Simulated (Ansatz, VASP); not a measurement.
## One calculation of InSb, two programs

The input INCAR:

```
ALGO = Normal
EDIFF = 1E-6
ENCUT = 520
GGA = CA
ISIF = 2
ISMEAR = 0
LASPH = True
LCHARG = False
LREAL = False
LWAVE = False
NBANDS = 16
NELM = 80
PREC = Accurate
SIGMA = 0.15
```

Contents of KPOINTS:

```
k-points
0
Gamma
  14 14 8
```

File POSCAR:

```
InSb
1.0
    3.0886060083      0.0000000000      0.0000000000
    0.0000000000      3.0082848040      0.0000000000
    0.0000000000      0.0000000000      5.7912052094
In Sb
1 1
Direct
    0.0000000000      0.0000000000      0.0000000000
    0.0000000000      0.0000000000      0.5000000000
```

Input for Ansatz:

```yaml
crystal:
  lattice:
    - [3.0886060083, 0.0, 0.0]
    - [0.0, 3.008284804, 0.0]
    - [0.0, 0.0, 5.7912052094]
  atoms:
    - { symbol: In, position: [0.0, 0.0, 0.0] }
    - { symbol: Sb, position: [0.0, 0.0, 0.5] }
basis:
  ecutwfc: 420
kpoints:
  mp_grid: { grid: [14, 14, 8] }
hamiltonian:
  xc: lda
  pseudopotentials: { kind: paw, azcp: { folder: soft_1 } }
scf:
  occupations: { method: gaussian, width: 0.15 }
output:
  forces: true
  stress: true
  eigenvalues: true
```

Change from the starting cell: normal strain along x +0.0267, normal strain along z -0.0400.

Alike in both runs: task single point; functional LDA; k mesh 14 × 14 × 8; occupations gaussian, width 0.15 eV; no spin polarisation.

|  | VASP | Ansatz |
| --- | --- | --- |
| version | VASP 6.6.1 | Ansatz 0.2.0 |
| potentials or method | VASP PAW LDA potentials, release 64 (In_d, Sb), cutoff 520 eV | scalar-relativistic, plane waves, PAW |
| valence electrons in the cell | 18 | 28 |

VASP gave:

* gap on the k mesh at the Fermi level (eV): none
* pressure (GPa): 1.1
* traceless stress, the component that is largest in VASP (GPa): 4.06

**Question.** Estimate Ansatz's values.

**Answer.** gap on the k mesh at the Fermi level (eV): none; pressure (GPa): 1.0; traceless stress, the component that is largest in VASP (GPa): 4.08.

Ansatz warns that its potentials were made for another functional, while VASP's fit it. LDA's correlation is that of Perdew and Zunger in VASP and of Perdew and Wang (1992) in Ansatz. A gap of «none» marks a metal or a gap that the smearing closes. VASP's potentials hold 18 valence electrons a cell and Ansatz's 28, so a difference there can come from the potentials and not from the codes.

Spin-orbit coupling is off throughout.
